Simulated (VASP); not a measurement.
ScIn4:

```
Sc In
1.0
     5.28676    0.00000    0.00000
     0.00000    5.28676    0.00000
     0.00000    0.00000    5.28676
Sc In
1 4
Direct
  0.00000 0.00000 0.00000
  0.50000 0.00000 0.00000
  0.00000 0.50000 0.00000
  0.00000 0.00000 0.50000
  0.50000 0.50000 0.50000
```

The cell was generated, and may not be a known phase.

- Program: VASP 6.6.1
- Task: relaxation of cell and atoms
- Functional: PBE
- Potentials or basis: VASP PAW PBE potentials, release 64 (Sc_sv, In_d)
- Cutoff: 600 eV
- k mesh: 4 × 4 × 4
- Occupations: gaussian, width 0.1 eV
- Spin: no spin polarisation

At the start: pressure 7.1 GPa; volume 29.55 Å³/atom.

**Question.** Where does the relaxation end?

**Answer.** Over 3 steps the energy falls by 122.6 meV/atom and the volume is 36.18 Å³/atom (+22.4 %); space group Pm-3m (No. 221, to 0.1 Å) before and after.

The path:
| step | energy change (eV) | largest force (eV/Å) | pressure (GPa) | volume (Å³) |
| --- | --- | --- | --- | --- |
| 1 | 0.0000 | 0.0000 | 7.13 | 147.76 |
| 2 | -0.6098 | 0.0000 | 0.38 | 177.73 |
| 3 | -0.6132 | 0.0000 | -0.04 | 180.90 |

Final structure:
```
Sc In
1.0
     5.65556    0.00000    0.00000
     0.00000    5.65556    0.00000
     0.00000    0.00000    5.65556
Sc In
1 4
Direct
  0.00000 0.00000 0.00000
  0.50000 0.00000 0.00000
  0.00000 0.50000 0.00000
  0.00000 0.00000 0.50000
  0.50000 0.50000 0.50000
```

Caveat: the volume moved by over 15 % at a fixed basis, so the end points are rough.
